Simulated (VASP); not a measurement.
# MnO (Cm) in VASP: a series of runs

MnO is run at these levels: LDA, PBEsol; tasks: single point.

Everything below comes from runs of VASP 6.6.1. Logs are shortened: lines on timing, memory, paths and dates and some standing lists are left out, and cuts for length are marked.

## (1) The cell of the first run

The structure is monoclinic, space group Cm (No. 8). The conventional cell has a = 5.821 Å, b = 3.364 Å, c = 3.370 Å, α = 90.00°, β = 125.23°, γ = 90.00°. Mn (site symmetry m) has 4 O at 2.06 Å within 2.7 Å. Within 2.7 Å of O (site symmetry m) lie 4 Mn at 2.06 Å.

## (2) Single point, LDA, collinear spin, ferromagnetic start (13.48 Å³/atom)

Input file INCAR:

```
ALGO     = Normal         # electronic algorithm
EDIFF    = 1E-6           # SCF threshold, eV
ENCUT    = 520            # plane-wave cutoff, eV
GGA      = CA             # functional
ISIF     = 2              # what is computed and relaxed
ISMEAR   = -1             # smearing method
ISPIN    = 2              # spin polarisation
LASPH    = True           # aspherical terms in the spheres
LCHARG   = False          # write CHGCAR
LMAXMIX  = 4              # l up to which the mixer works
LORBIT   = 11             # projections on sites
LREAL    = False          # projectors in reciprocal space
LWAVE    = False          # write WAVECAR
MAGMOM   = 4 0            # initial moments
NBANDS   = 20             # bands
NELM     = 150            # most SCF steps
PREC     = Accurate       # precision mode
SIGMA    = 0.05           # smearing width, eV
```

Input file KPOINTS:

```
k-points
0
Gamma
  9 9 9
```

Input file POSCAR:

```
MnO
1.0
    2.9106378538     -1.6819311089      0.0000000000
    2.9106378538      1.6819311089      0.0000000000
   -1.9441147575      0.0000000000      2.7529398993
Mn O
1 1
Direct
    0.5001990000      0.5001990000      0.5006650000
    0.7498025000      0.7498025000      0.2493360000
```

Potentials or basis: VASP PAW LDA potentials, release 64 (Mn_pv, O).

Started as:

```
cat potpaw_LDA.64/Mn_pv/POTCAR potpaw_LDA.64/O/POTCAR > POTCAR
mpirun -np 1 vasp_std > vasp.out
```

OUTCAR:

```text
EDIFF = 1E-6
   ENCUT = 520
   GGA = CA
   ISIF = 2
   ISMEAR = -1
   ISPIN = 2
   LASPH = True
   LORBIT = 11
   LREAL = False
   NELM = 150
   PREC = Accurate

 ion  position               nearest neighbor table
   1  0.500  0.500  0.501-   2 2.06   2 2.06   2 2.06   2 2.06
   2  0.750  0.750  0.249-   1 2.06   1 2.06   1 2.06   1 2.06

  LATTYP: Found a base centered monoclinic cell.
 ALAT       =     5.8212757076
 B/A-ratio  =     0.5778565364
 C/A-ratio  =     0.5789455757
 COS(beta)  =    -0.5768541066

  Lattice vectors:

 A1 = (   2.9106378538,  -1.6819311089,   0.0000000000)
 A2 = (   2.9106378538,   1.6819311089,   0.0000000000)
 A3 = (  -1.9441147575,   0.0000000000,   2.7529398993)

Analysis of symmetry for initial positions (statically):
=====================================================================
 Subroutine PRICEL returns:
 Original cell was already a primitive cell.

 Routine SETGRP: Setting up the symmetry group for a
 base centered monoclinic supercell.

 Subroutine GETGRP returns: Found  2 space group operations
 (whereof  2 operations were pure point group operations)
 out of a pool of  4 trial point group operations.

The static configuration has the point symmetry C_1h.

Analysis of symmetry for dynamics (positions and initial velocities):
=====================================================================
 Subroutine PRICEL returns:
 Original cell was already a primitive cell.

 Routine SETGRP: Setting up the symmetry group for a
 base centered monoclinic supercell.

 Subroutine GETGRP returns: Found  2 space group operations
 (whereof  2 operations were pure point group operations)
 out of a pool of  4 trial point group operations.

The dynamic configuration has the point symmetry C_1h.

Analysis of structural, dynamic, and magnetic symmetry:
=====================================================================
 Subroutine PRICEL returns:
 Original cell was already a primitive cell.

 Routine SETGRP: Setting up the symmetry group for a
 base centered monoclinic supercell.

 Subroutine GETGRP returns: Found  2 space group operations
 (whereof  2 operations were pure point group operations)
 out of a pool of  4 trial point group operations.

The overall configuration has the point symmetry C_1h.

[... 114 lines left out ...]
   EFERMI_NEDOS =   21; number of points for ismear=-14 and -15
   IALGO  =     38    algorithm
   IMIX   =      4    mixing-type and parameters
     AMIX     =   0.40;   BMIX     =  1.00
     AMIX_MAG =   1.60;   BMIX_MAG =  1.00
  volume/ion in A,a.u.               =      13.48        90.95
  Fermi-wavevector in a.u.,A,eV,Ry     =   1.456974  2.753281 28.882065  2.122772
  Thomas-Fermi vector in A             =   2.573829
   LORBIT       =     11    0 simple, 1 ext, 2 COOP (PROOUT), +10 PAW based schemes
   GGA     = CA    functional components
   LHFCALC =     F    Hartree Fock is set to
   AEXX    =    0.0000 exact exchange contribution
   IVDW    =     0    specifies the selected vdW correction
   LEPSILON=     F    determine dielectric tensor
   LRPA    =     F    only Hartree local field effects (RPA)
 spin polarized calculation
  energy-cutoff  :      520.00
  volume of cell :       26.95
 maximum number of plane-waves:       745
 NGX is ok and might be reduce to    28
   NGX = 13   NGY = 13   NGZ = 13

 number of electron      18.9999996 magnetization       4.7017678

 Free energy of the ion-electron system (eV)
  ---------------------------------------------------
  ext. energy  EPLUGINS =         0.00000000
  ---------------------------------------------------
  free energy    TOTEN  =       -17.44209921 eV

  energy without entropy =      -17.43057929  energy(sigma->0) =      -17.43633925

 E-fermi :   5.0285     XC(G=0): -11.0742

 val. band max:        5.0050259568   @ k =  -0.2222  -0.2222   0.1111
 cond. band min:       5.0439330863   @ k =  -0.1111   0.0000   0.2222
 fundamental gap:      0.0389071295
 Fermi energy:         5.0285313962

 spin component 1

 k-point     1 :       0.0000    0.0000    0.0000
  band No.  band energies     occupation
      1     -44.6718      1.00000
      2     -44.6717      1.00000
      3     -44.6713      1.00000
      4     -14.3626      1.00000
      5      -0.9362      1.00000
      6      -0.9229      1.00000
[... 541 lines left out ...]
     19      26.6090      0.00000
     20      30.0114      0.00000

 [... further k-points ...]

 spin component 2

 k-point     1 :       0.0000    0.0000    0.0000
  band No.  band energies     occupation
      1     -40.5325      1.00000
      2     -40.5324      1.00000
      3     -40.5319      1.00000
      4     -13.9179      1.00000
      5       0.2402      1.00000
      6       0.2547      1.00000
[... 541 lines left out ...]
     19      27.3028      0.00000
     20      30.8768      0.00000

 [... further k-points ...]

------------------------ aborting loop because EDIFF is reached ----------------------------------------

  FORCE on cell =-STRESS in cart. coord.  units (eV):
  Direction    XX          YY          ZZ          XY          YZ          ZX
  --------------------------------------------------------------------------------------
  -------------------------------------------------------------------------------------
  Total       -1.7902468     -1.7941411     -1.8313804      0.0000000      0.0000000      0.0052789
  in kB     -106.4143980   -106.6458803   -108.8594245      0.0000000      0.0000000      0.3137850
  external PRESSURE =    -107.3065676 kB  Pullay stress =       0.0000000 kB

 VOLUME and BASIS-vectors are now :
 -----------------------------------------------------------------------------
  energy-cutoff  :      520.00
  volume of cell :       26.95
      direct lattice vectors                 reciprocal lattice vectors
     2.910637854 -1.681931109  0.000000000     0.171783652 -0.297277336  0.121312904
     2.910637854  1.681931109  0.000000000     0.171783652  0.297277336  0.121312904
    -1.944114757  0.000000000  2.752939899     0.000000000  0.000000000  0.363248032

 POSITION                                       TOTAL-FORCE (eV/Angst)
 -----------------------------------------------------------------------------------
      1.93845      0.00000      1.37830         0.001095      0.000000     -0.002619
      3.88007      0.00000      0.68641        -0.001095      0.000000      0.002619
 -----------------------------------------------------------------------------------
    total drift:                                0.000024      0.000000     -0.000062

  FREE ENERGIE OF THE ION-ELECTRON SYSTEM (eV)
  ---------------------------------------------------
  free  energy   TOTEN  =       -17.4420992066 eV

  energy  without entropy=      -17.4305792944  energy(sigma->0) =      -17.43633925

 total charge

# of ion       s       p       d       tot
------------------------------------------
    1        0.238   6.222   4.958  11.419
    2        1.545   3.408   0.000   4.953
--------------------------------------------------
tot          1.783   9.631   4.958  16.372

 magnetization (x)

# of ion       s       p       d       tot
------------------------------------------
    1        0.030   0.048   4.108   4.185
    2        0.018   0.162   0.000   0.179
--------------------------------------------------
tot          0.047   0.210   4.108   4.365
```

OSZICAR:

```text
N       E                     dE             d eps       ncg     rms          rms(c)
DAV:   1     0.171304364375E+03    0.17130E+03   -0.10788E+04 16480   0.109E+03
DAV:   2    -0.110557345471E+02   -0.18236E+03   -0.17077E+03 16756   0.318E+02
DAV:   3    -0.201730667786E+02   -0.91173E+01   -0.90009E+01 18544   0.779E+01
DAV:   4    -0.202498365097E+02   -0.76770E-01   -0.76750E-01 18492   0.744E+00
DAV:   5    -0.202506416229E+02   -0.80511E-03   -0.80510E-03 18532   0.760E-01    0.150E+01
DAV:   6    -0.183308181996E+02    0.19198E+01   -0.14489E+01 21248   0.410E+01    0.151E+01
DAV:   7    -0.174595233304E+02    0.87129E+00   -0.24919E+00 17948   0.253E+01    0.829E+00
DAV:   8    -0.174737310450E+02   -0.14208E-01   -0.25536E-01 18788   0.348E+00    0.524E+00
DAV:   9    -0.174097338601E+02    0.63997E-01   -0.13801E-01 19324   0.389E+00    0.327E+00
DAV:  10    -0.174396736429E+02   -0.29940E-01   -0.31910E-02 17744   0.179E+00    0.149E+00
DAV:  11    -0.174399052876E+02   -0.23164E-03   -0.13998E-02 18240   0.937E-01    0.735E-01
DAV:  12    -0.174421104993E+02   -0.22052E-02   -0.41582E-03 19796   0.594E-01    0.927E-02
DAV:  13    -0.174421095739E+02    0.92540E-06   -0.49765E-04 17756   0.151E-01    0.461E-02
DAV:  14    -0.174421106293E+02   -0.10554E-05   -0.14545E-04 19020   0.885E-02    0.504E-02
DAV:  15    -0.174420986607E+02    0.11969E-04   -0.35695E-05 20032   0.511E-02    0.551E-03
DAV:  16    -0.174420992066E+02   -0.54598E-06   -0.37213E-06 18024   0.135E-02
   1 F= -.17442099E+02 E0= -.17436339E+02  d E =-.115199E-01  mag=     4.7020
```

Run time: 2.4 min. Hardware: 1 thread of Intel Xeon 6975P-C (Granite Rapids), shared host; peak memory 0.27 GiB.

What came out:

| Property | Result |
| --- | --- |
| Free energy | -17.4421 eV |
| Pressure | -10.7 GPa |
| Net moment | 4.70 μB per cell |
| Site moments | Mn +4.18; O +0.18 μB |
| Valence electrons inside the program's atomic spheres | Mn 11.42; O 4.95 |

Forces on the atoms (eV/Å):
```
Mn   0.001  0.000 -0.003
O   -0.001  0.000  0.003
```

Caveat: the cell stands under tension; a cell with one magnetic atom can't hold antiferromagnetic order, which such compounds often take; semilocal functionals often make such compounds metallic where correlation or magnetic order opens a gap, which also shifts bond lengths. With open d or f shells a metallic result of LDA can be an artefact of self-interaction; +U or a hybrid may open a gap.

## (3) Single point, PBEsol, collinear spin, ferromagnetic start (13.48 Å³/atom)

Input file INCAR:

```
SYSTEM = MnO
PREC = Accurate ; ENCUT = 520
EDIFF = 1E-6 ; ISMEAR = -1
SIGMA = 0.05 ; LREAL = .FALSE.
LASPH = .TRUE. ; NELM = 150
ALGO = Normal ; ISIF = 2
LWAVE = .FALSE. ; LCHARG = .FALSE.
ISPIN = 2 ; MAGMOM = 4 0
LORBIT = 11 ; LMAXMIX = 4
GGA = PS ; NBANDS = 20
```

Input file KPOINTS:

```
regular mesh
0
G
  9 9 9
  0 0 0
```

POSCAR is that of step 2.

Potentials or basis: VASP PAW PBE potentials, release 64 (Mn_pv, O).

Started as:

```
cat potpaw_PBE.64/Mn_pv/POTCAR potpaw_PBE.64/O/POTCAR > POTCAR
mpirun -np 1 vasp_std > vasp.out
```

It took 2.1 min on 1 thread of Intel Xeon 6975P-C (Granite Rapids), shared host; peak memory 0.29 GiB.

Results (log left out):

```
Free energy                                           : -17.1322 eV
Pressure                                              : -2.0 GPa
Largest force                                         : 0.003 eV/Å
Band gap on the k mesh                                : zero (filled and empty bands overlap)
Net moment                                            : 4.96 μB per cell
Site moments                                          : Mn +4.38; O +0.19 μB
Valence electrons inside the program's atomic spheres : Mn 11.40; O 4.98
```

Forces in eV/Å, atoms in the order of the input:
```
Mn   0.001  0.000  0.003
O   -0.001  0.000 -0.003
```

Stress tensor (GPa, compression positive):
```
-1.89  0.00  0.02
 0.00 -1.88  0.00
 0.02  0.00 -2.08
```

Levels at points of the mesh, in eV from the Fermi level:
Spin up:
```csv
k point,band 8,band 9,band 10,band 11,band 12,band 13,band 14,band 15,band 16,band 17
"(0.00, 0.00, 0.00)",-2.80,-2.80,-1.55,0.08,0.08,0.09,11.94,12.01,12.02,16.96
```
Spin down:
```csv
k point,band 3,band 4,band 5,band 6,band 7,band 8,band 9,band 10,band 11,band 12
"(0.00, 0.00, 0.00)",-45.69,-19.25,-4.83,-4.82,-4.82,-0.12,1.46,1.46,3.41,3.41
```

Caveat: the PAW data sets were made with another functional, which shifts forces and pressure a little; a cell with one magnetic atom can't hold antiferromagnetic order, which such compounds often take; semilocal functionals often make such compounds metallic where correlation or magnetic order opens a gap, which also shifts bond lengths. With open d or f shells a metallic result of PBEsol can be an artefact of self-interaction; +U or a hybrid may open a gap.

## (4) Single point, LDA, collinear spin, ferromagnetic start (13.76 Å³/atom)

This run uses another cell than the first one, of 13.76 Å³/atom.

Input file INCAR:

```
SYSTEM = MnO
PREC = Accurate ; ENCUT = 520
EDIFF = 1E-7 ; ISMEAR = -1
SIGMA = 0.05 ; LREAL = .False.
LASPH = .True. ; NELM = 150
ALGO = Normal ; ISIF = 2
LWAVE = .False. ; LCHARG = .False.
ISPIN = 2 ; MAGMOM = 4 0
LORBIT = 11 ; LMAXMIX = 4
GGA = CA ; NBANDS = 20
```

Input file KPOINTS:

```
regular mesh
0
Gamma
  9 9 9
  0 0 0
```

Input file POSCAR:

```
MnO
1.0
    2.9311359788     -1.6937760844      0.0000000000
    2.9311359788      1.6937760844      0.0000000000
   -1.9578061576      0.0000000000      2.7723274387
Mn O
1 1
Direct
    0.5001990000      0.5001990000      0.5006650000
    0.7498025000      0.7498025000      0.2493360000
```

Potentials or basis: VASP PAW LDA potentials, release 64 (Mn_pv, O).

Started as:

```
cat potpaw_LDA.64/Mn_pv/POTCAR potpaw_LDA.64/O/POTCAR > POTCAR
mpirun -np 1 vasp_std > vasp.out
```

Wall time 2.4 min (1 thread of Intel Xeon 6975P-C (Granite Rapids), shared host); peak memory 0.27 GiB.

Results (log left out):

| Property | Result |
| --- | --- |
| Free energy | -17.4029 eV |
| Pressure | -11.4 GPa |
| Net moment | 4.80 μB per cell |
| Site moments | Mn +4.26; O +0.19 μB |
| Valence electrons inside the program's atomic spheres | Mn 11.40; O 4.95 |

Forces in eV/Å, atoms in the order of the input:
```
Mn   0.001  0.000 -0.003
O   -0.001  0.000  0.003
```

Stress tensor (GPa, compression positive):
```
-11.32   0.00   0.03
  0.00 -11.34   0.00
  0.03   0.00 -11.56
```

Levels at points of the mesh, in eV from the Fermi level:
Spin up:
| k point | band 8 | band 9 | band 10 | band 11 | band 12 | band 13 | band 14 | band 15 | band 16 | band 17 |
| --- | --- | --- | --- | --- | --- | --- | --- | --- | --- | --- |
| (0.00, 0.00, 0.00) | -2.44 | -2.44 | -1.16 | 0.28 | 0.28 | 0.28 | 12.02 | 12.09 | 12.09 | 17.15 |
Spin down:
| k point | band 3 | band 4 | band 5 | band 6 | band 7 | band 8 | band 9 | band 10 | band 11 | band 12 |
| --- | --- | --- | --- | --- | --- | --- | --- | --- | --- | --- |
| (0.00, 0.00, 0.00) | -45.53 | -18.80 | -4.66 | -4.64 | -4.64 | -0.17 | 1.27 | 1.28 | 3.21 | 3.21 |

Caveat: the cell stands under tension; a cell with one magnetic atom can't hold antiferromagnetic order, which such compounds often take; semilocal functionals often make such compounds metallic where correlation or magnetic order opens a gap, which also shifts bond lengths. With open d or f shells a metallic result of LDA can be an artefact of self-interaction; +U or a hybrid may open a gap.

## (5) Summary

```tsv
level	potentials or basis	cell	gap on the mesh (eV)	pressure (GPa)	moment (μB)
LDA	VASP PAW LDA potentials, release 64 (Mn_pv, O)	a = 3.362, b = 3.362, c = 3.370 Å, angles 120.0, 120.0, 60.0°, 2 atoms	none	-10.7	4.70
PBEsol	VASP PAW PBE potentials, release 64 (Mn_pv, O)	a = 3.362, b = 3.362, c = 3.370 Å, angles 120.0, 120.0, 60.0°, 2 atoms	none	-2.0	4.96
LDA	VASP PAW LDA potentials, release 64 (Mn_pv, O)	a = 3.385, b = 3.385, c = 3.394 Å, angles 120.0, 120.0, 60.0°, 2 atoms	none	-11.4	4.80
```

Alike in all rows: task single point; spin collinear, ferromagnetic start; k mesh 9 × 9 × 9; cutoff (eV) 520; smearing fermi-dirac 0.05 eV.

Caveats: a cell with one magnetic atom can't hold antiferromagnetic order, which such compounds often take; semilocal functionals often make such compounds metallic where correlation or magnetic order opens a gap, which also shifts bond lengths; the cell stands under tension (at least some runs); the PAW data sets were made with another functional, which shifts forces and pressure a little (at least some runs).

Total energies depend on the potentials used, so only differences within one code and one set of settings carry meaning.
